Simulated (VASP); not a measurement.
# Sc2Al (P6_3/mmc) in VASP: further runs, part 2 of 2

VASP 6.6.1. Earlier steps stand in the parts before.

## Step 3: Single point, PBEsol (strain -0.025 along x and y, -0.025 along z)

Input file INCAR:

```
SYSTEM = Sc2Al
PREC = Accurate ; ENCUT = 520
EDIFF = 1E-6 ; ISMEAR = 0
SIGMA = 0.15 ; LREAL = .False.
LASPH = .True. ; NELM = 80
ALGO = Fast ; ISIF = 2
LWAVE = .False. ; LCHARG = .False.
GGA = PS ; NBANDS = 34
```

Input file KPOINTS:

```
Automatic mesh
0
Gamma
  12 12 8
  0 0 0
```

Input file POSCAR:

```
Sc2Al
1.0
    4.7296264979      0.0000000000      0.0000000000
   -2.3648132490      4.0959766976      0.0000000000
    0.0000000000      0.0000000000      5.9333150372
Sc Al
4 2
Direct
    0.0000000000      0.0000000000      0.0000000000
    0.0000000000      0.0000000000      0.5000000000
    0.3333333333      0.6666666667      0.7500000000
    0.6666666667      0.3333333333      0.2500000000
    0.3333333333      0.6666666667      0.2500000000
    0.6666666667      0.3333333333      0.7500000000
```

Potentials or basis: VASP PAW PBE potentials, release 64 (Sc_sv, Al).

Started as:

```sh
$ cat potpaw_PBE.64/Sc_sv/POTCAR potpaw_PBE.64/Al/POTCAR > POTCAR
$ mpirun -np 1 vasp_std > vasp.out
```

OUTCAR:

```text
SYSTEM = Sc2Al
   PREC = Accurate
   ENCUT = 520
   EDIFF = 1E-6
   ISMEAR = 0
   LREAL = .False.
   LASPH = .True.
   NELM = 80
   ISIF = 2
   GGA = PS

 ion  position               nearest neighbor table
   1  0.000  0.000  0.000-   2 2.97   2 2.97   4 3.11   5 3.11   6 3.11   3 3.11   4 3.11   6 3.11
                             3 3.11   5 3.11   4 3.11   6 3.11   3 3.11   5 3.11
   2  0.000  0.000  0.500-   1 2.97   1 2.97   4 3.11   5 3.11   6 3.11   3 3.11   4 3.11   6 3.11
                             3 3.11   5 3.11   4 3.11   6 3.11   3 3.11   5 3.11
   3  0.333  0.667  0.750-   6 2.73   6 2.73   6 2.73   5 2.97   5 2.97   1 3.11   2 3.11   2 3.11
                             1 3.11   2 3.11   1 3.11
   4  0.667  0.333  0.250-   5 2.73   5 2.73   5 2.73   6 2.97   6 2.97   1 3.11   2 3.11   1 3.11
                             2 3.11   1 3.11   2 3.11
   5  0.333  0.667  0.250-   4 2.73   4 2.73   4 2.73   3 2.97   3 2.97   1 3.11   2 3.11   2 3.11
                             1 3.11   2 3.11   1 3.11
   6  0.667  0.333  0.750-   3 2.73   3 2.73   3 2.73   4 2.97   4 2.97   1 3.11   2 3.11   1 3.11
                             2 3.11   1 3.11   2 3.11

  LATTYP: Found a hexagonal cell.
 ALAT       =     4.7296264979
 C/A-ratio  =     1.2544997031

  Lattice vectors:

 A1 = (   4.7296264979,   0.0000000000,   0.0000000000)
 A2 = (  -2.3648132490,   4.0959766976,   0.0000000000)
 A3 = (   0.0000000000,   0.0000000000,   5.9333150372)

Analysis of symmetry for initial positions (statically):
=====================================================================
 Subroutine PRICEL returns:
 Original cell was already a primitive cell.

 Routine SETGRP: Setting up the symmetry group for a
 hexagonal supercell.

 Subroutine GETGRP returns: Found 24 space group operations
 (whereof 12 operations were pure point group operations)
 out of a pool of 24 trial point group operations.

The static configuration has the point symmetry D_3d.
 The point group associated with its full space group is D_6h.

Analysis of symmetry for dynamics (positions and initial velocities):
=====================================================================
 Subroutine PRICEL returns:
 Original cell was already a primitive cell.

 Routine SETGRP: Setting up the symmetry group for a
 hexagonal supercell.

 Subroutine GETGRP returns: Found 24 space group operations
 (whereof 12 operations were pure point group operations)
 out of a pool of 24 trial point group operations.

The dynamic configuration has the point symmetry D_3d.
 The point group associated with its full space group is D_6h.

 Subroutine INISYM returns: Found 24 space group operations
 (whereof 12 operations are pure point group operations),
 and found     1 'primitive' translations

----------------------------------------------------------------------------------------

                                     Primitive cell

  volume of cell :     114.9428

  direct lattice vectors                    reciprocal lattice vectors
     4.729626498  0.000000000  0.000000000     0.211433186  0.122071007  0.000000000
    -2.364813249  4.095976698  0.000000000     0.000000000  0.244142014  0.000000000
     0.000000000  0.000000000  5.933315037     0.000000000  0.000000000  0.168539846

  length of vectors
[... 52 lines left out ...]
  0.416667 -0.000000  0.000000      6.000000
[... 16 lines left out ...]
  0.250000  0.000000  0.125000     12.000000
  0.333333  0.000000  0.125000     12.000000
 [... further k-points ...]
   k-points           NKPTS =     95   k-points in BZ     NKDIM =     95   number of bands    NBANDS=     34
   number of dos      NEDOS =    301   number of ions     NIONS =      6
   total plane-waves  NPLWV =  62208
   dimension x,y,z NGX =    36 NGY =   36 NGZ =   48
   dimension x,y,z NGXF=    72 NGYF=   72 NGZF=   96
   ions per type =               4   2
   NGX,Y,Z   is equivalent  to a cutoff of  12.65, 12.65, 13.45 a.u.
   NGXF,Y,Z  is equivalent  to a cutoff of  25.31, 25.31, 26.90 a.u.
 SYSTEM =  Sc2Al
   PREC   = accura    normal or accurate (medium, high low for compatibility)
   ISTART =      0    job   : 0-new  1-cont  2-samecut
   ICHARG =      2    charge: 1-file 2-atom 10-const
   ISPIN  =      1    spin polarized calculation?
   LNONCOLLINEAR =      F non collinear calculations
   LSORBIT =      F    spin-orbit coupling
   LASPH  =      T    aspherical Exc in radial PAW
   ENCUT  =  520.0 eV  38.22 Ry    6.18 a.u.   8.79  8.79 11.03*2*pi/ulx,y,z
   NELM   =     80;   NELMIN=  2; NELMDL= -5     # of ELM steps
   EDIFF  = 0.1E-05   stopping-criterion for ELM
   LREAL  =      F    real-space projection
   EDIFFG = 0.1E-04   stopping-criterion for IOM
   NSW    =      0    number of steps for IOM
   IBRION =     -1    ionic relax: 0-MD 1-quasi-New 2-CG
   NFREE  =      0    steps in history (QN), initial steepest desc. (CG)
   ISIF   =      2    stress and relaxation
   ISYM   =      2    0-nonsym 1-usesym 2-fastsym
   POTIM  = 0.5000    time-step for ionic-motion
   TEBEG  =    0.0;   TEEND  =   0.0 temperature during run
   PSTRESS=    0.0 pullay stress
   NELECT =      50.0000    total number of electrons
   NUPDOWN=      -1.0000    fix difference up-down
   EMIN   =  10.00;   EMAX   =-10.00  energy-range for DOS
   EFERMI =   0.00;   METHOD = LEGACY
   ISMEAR =     0;   SIGMA  =   0.15  broadening in eV -4-tet -1-fermi 0-gaus
   EFERMI_NEDOS =   21; number of points for ismear=-14 and -15
   IALGO  =     68    algorithm
   IMIX   =      4    mixing-type and parameters
     AMIX     =   0.40;   BMIX     =  1.00
     AMIX_MAG =   1.60;   BMIX_MAG =  1.00
  volume/ion in A,a.u.               =      19.16       129.28
  Fermi-wavevector in a.u.,A,eV,Ry     =   1.240426  2.344066 20.934701  1.538657
  Thomas-Fermi vector in A             =   2.374867
   LORBIT       =      0    0 simple, 1 ext, 2 COOP (PROOUT), +10 PAW based schemes
   GGA     = PS    functional components
   LHFCALC =     F    Hartree Fock is set to
   AEXX    =    0.0000 exact exchange contribution
   IVDW    =     0    specifies the selected vdW correction
   LEPSILON=     F    determine dielectric tensor
   LRPA    =     F    only Hartree local field effects (RPA)
 non-spin polarized calculation
 RMM-DIIS sequential band-by-band and
 Gauss-broadening in eV      SIGMA  =   0.15
  energy-cutoff  :      520.00
  volume of cell :      114.94
 maximum number of plane-waves:      3118
 NGX is ok and might be reduce to    36
   NGX = 17   NGY = 17   NGZ = 23

 number of electron      50.0000003 magnetization

 Free energy of the ion-electron system (eV)
  ---------------------------------------------------
  ext. energy  EPLUGINS =         0.00000000
  ---------------------------------------------------
  free energy    TOTEN  =       -36.57580481 eV

  energy without entropy =      -36.49024713  energy(sigma->0) =      -36.53302597

 E-fermi :   5.4575     XC(G=0): -10.6225

 val. band max:        5.4571482158   @ k =   0.1667  -0.0000   0.0000
 cond. band min:       5.4585289051   @ k =   0.1667  -0.0000   0.2500
 fundamental gap:      0.0013806893
 Fermi energy:         5.4575307408

 k-point     1 :       0.0000    0.0000    0.0000
  band No.  band energies     occupation
      1     -43.5302      2.00000
      2     -43.4414      2.00000
      3     -43.3987      2.00000
      4     -43.3774      2.00000
      5     -22.4899      2.00000
      6     -22.4036      2.00000
[... 877 lines left out ...]
     33       7.8140      0.00000
     34       8.2129      0.00000

 [... further k-points ...]

------------------------ aborting loop because EDIFF is reached ----------------------------------------

  FORCE on cell =-STRESS in cart. coord.  units (eV):
  Direction    XX          YY          ZZ          XY          YZ          ZX
  --------------------------------------------------------------------------------------
  -------------------------------------------------------------------------------------
  Total        4.9426803      4.9426803      4.3501996     -0.0000000      0.0000000      0.0000000
  in kB       68.8955812     68.8955812     60.6370454     -0.0000000      0.0000000      0.0000000
  external PRESSURE =      66.1427359 kB  Pullay stress =       0.0000000 kB

 VOLUME and BASIS-vectors are now :
 -----------------------------------------------------------------------------
  energy-cutoff  :      520.00
  volume of cell :      114.94
      direct lattice vectors                 reciprocal lattice vectors
     4.729626498  0.000000000  0.000000000     0.211433186  0.122071007  0.000000000
    -2.364813249  4.095976698  0.000000000     0.000000000  0.244142014  0.000000000
     0.000000000  0.000000000  5.933315037     0.000000000  0.000000000  0.168539846

 POSITION                                       TOTAL-FORCE (eV/Angst)
 -----------------------------------------------------------------------------------
      0.00000      0.00000      0.00000        -0.000000      0.000000      0.000000
      0.00000      0.00000      2.96666        -0.000000      0.000000      0.000000
     -0.00000      2.73065      4.44999         0.000000      0.000000      0.000000
      2.36481      1.36533      1.48333        -0.000000     -0.000000      0.000000
     -0.00000      2.73065      1.48333         0.000000      0.000000      0.000000
      2.36481      1.36533      4.44999         0.000000     -0.000000      0.000000
 -----------------------------------------------------------------------------------
    total drift:                               -0.000000      0.000000     -0.000000

  FREE ENERGIE OF THE ION-ELECTRON SYSTEM (eV)
  ---------------------------------------------------
  free  energy   TOTEN  =       -36.5758048110 eV

  energy  without entropy=      -36.4902471320  energy(sigma->0) =      -36.53302597
```

OSZICAR:

```text
N       E                     dE             d eps       ncg     rms          rms(c)
DAV:   1     0.841268787168E+03    0.84127E+03   -0.21418E+04  6532   0.151E+03
DAV:   2     0.320591770459E+02   -0.80921E+03   -0.79595E+03  9236   0.674E+02
DAV:   3    -0.380567426471E+02   -0.70116E+02   -0.67168E+02 10794   0.246E+02
[... 11 lines left out ...]
RMM:  15    -0.365757928352E+02   -0.13649E-04   -0.22640E-04  9557   0.627E-02    0.140E-02
RMM:  16    -0.365758001356E+02   -0.73004E-05   -0.81808E-05  8769   0.393E-02    0.136E-02
RMM:  17    -0.365758034057E+02   -0.32700E-05   -0.31771E-05  7534   0.273E-02    0.155E-02
RMM:  18    -0.365758043902E+02   -0.98449E-06   -0.10813E-05  6749   0.179E-02    0.737E-03
RMM:  19    -0.365758048110E+02   -0.42083E-06   -0.46601E-06  6322   0.122E-02
   1 F= -.36575805E+02 E0= -.36533026E+02  d E =-.855577E-01
```

stdout:

```text
POSCAR found type information on POSCAR ScAl
 POSCAR found :  2 types and       6 ions
 scaLAPACK will be used
 -----------------------------------------------------------------------------
|                                                                             |
|                                                                             |
|     You enforced a specific xc type in the INCAR file but a different       |
|     I HOPE YOU KNOW WHAT YOU ARE DOING!                                     |
|                                                                             |
 -----------------------------------------------------------------------------

 LDA part: xc-table for (Slater+PW92), standard interpolation
 POSCAR, INCAR and KPOINTS ok, starting setup
 FFT: planning ... GRIDC
 FFT: planning ... GRID_SOFT
 FFT: planning ... GRID
 WAVECAR not read
 entering main loop
```

Run time: 6.9 min. Hardware: 1 thread of Intel Xeon Platinum 8259CL at 2.50GHz (Skylake/Cascade Lake), shared host; peak memory 0.44 GiB.

Results:

| Quantity | Value |
| --- | --- |
| Free energy | -36.5758 eV |
| Pressure | 6.6 GPa |
| Band gap on the k mesh | zero (bands 25 and 26 overlap by 0.86 eV) |

Stress tensor (GPa, compression positive):
```
6.89 0.00 0.00
0.00 6.89 0.00
0.00 0.00 6.06
```

Caveat: the cell differs from its parent crystal (strain -0.025 along x and y, -0.025 along z); the cell stands under pressure; the PAW data sets were made with another functional, which shifts forces and pressure a little.
